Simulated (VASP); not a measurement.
Runs of VASP 6.6.1 on Zr. The structure is that of space group Fd-3m (No. 227), or close to it. The cells are those of the table. This isn't the form of Zr at room conditions, which is hcp.

```csv
task,cell,k mesh,cutoff (eV),gap on the mesh (eV),pressure (GPa)
relaxation of cell and atoms,"relaxed from a = 4.341 Å, angles 60.0°, 2 atoms",12 × 12 × 12,600,none,0.0
single point,"a = 4.341 Å, angles 60.0°, 2 atoms",12 × 12 × 12,520,none,0.1
single point,"a = 5.190 Å, angles 60.0°, 2 atoms",4 × 4 × 4,500,none,-7.1
single point,"a = 4.341 Å, angles 60.0°, 2 atoms",10 × 10 × 10,500,none,(a)
```

Alike in all rows: level PBEsol; potentials or basis VASP PAW PBE potentials, release 64 (Zr_sv); no spin polarisation; smearing gaussian 0.1 eV.

**Question.** Fill in the values left out.

**Answer.** (a) 0.2.

Caveats: some runs use coarse meshes; the PAW data sets were made with another functional, which shifts forces and pressure a little.

A k mesh can miss the band edges, and the runs leave out spin-orbit coupling on Zr.

A gap of «none» marks levels without a gap at the run's occupations.
